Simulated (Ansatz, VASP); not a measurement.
Two plane-wave programs on Al3H

```
CELL_PARAMETERS angstrom
4.50890 0.00000 0.00000
-2.25445 3.90482 0.00000
0.00000 0.00000 3.48928
ATOMIC_POSITIONS crystal
Al 0.33333 0.66667 0.00000
Al 0.66667 0.33333 0.00000
Al 0.00000 0.00000 0.50000
H 0.00000 0.00000 0.00000
```

Alike in both runs: functional PBE; k mesh 6 × 6 × 6; occupations gaussian, width 0.1 eV; no spin polarisation.

Ansatz relaxed the structure, and its values are those at the end. VASP's run is a single point on that final structure, the one shown.

```csv
,VASP,Ansatz
version,VASP 6.6.1,Ansatz 0.2.0
potentials or method,"VASP PAW PBE potentials, release 64 (Al, H), cutoff 520 eV","scalar-relativistic, plane waves, PAW"
valence electrons in the cell,10,10
```

VASP gave:

- gap on the k mesh at the Fermi level (eV): none
- pressure (GPa): 0.0

Problem. Which values does Ansatz return?

Solution. gap on the k mesh at the Fermi level (eV): none; pressure (GPa): 0.1.

A gap of «none» marks a metal or a gap that the smearing closes.
